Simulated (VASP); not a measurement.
A run of VASP 6.6.1:

INCAR

```
PREC = Accurate
ENCUT = 600
EDIFF = 1E-6
ISMEAR = 0
SIGMA = 0.1
LREAL = F
LASPH = T
NELM = 200
ALGO = Normal
ISIF = 2
LWAVE = F
LCHARG = F
ISPIN = 2
MAGMOM = 0 0 0 1
LORBIT = 11
GGA = PE
NBANDS = 32
GGA_COMPAT = F
```

The input KPOINTS:

```
regular mesh
0
Gamma
  6 6 4
```

The input POSCAR:

```
Zn3C
1.0
    3.1683554169      0.0000000000      0.0000000000
   -1.5841777084      2.7438762792      0.0000000000
    0.0000000000      0.0000000000      6.3498541450
Zn C
3 1
Direct
    0.0000000000      0.0000000000      0.5000000000
    0.6666666667      0.3333333333      0.1890846448
    0.6666666667      0.3333333333      0.8109153552
    0.0000000000      0.0000000000      0.0000000000
```

Potentials or basis: VASP PAW PBE potentials, release 64 (Zn, C).

Run with:

```bash
$ cat potpaw_PBE.64/Zn/POTCAR potpaw_PBE.64/C/POTCAR > POTCAR
$ mpirun -np 1 vasp_std > vasp.out
```

Hardware: 1 thread of Intel Xeon 8259CL (shared host).

Problem. Estimate the wall time of this run.

Solution. Run time: 120 s on 1 thread of Intel Xeon 8259CL, with other jobs on the host, peak memory 0.26 GiB. Counts: scf iterations 15, k points 21.
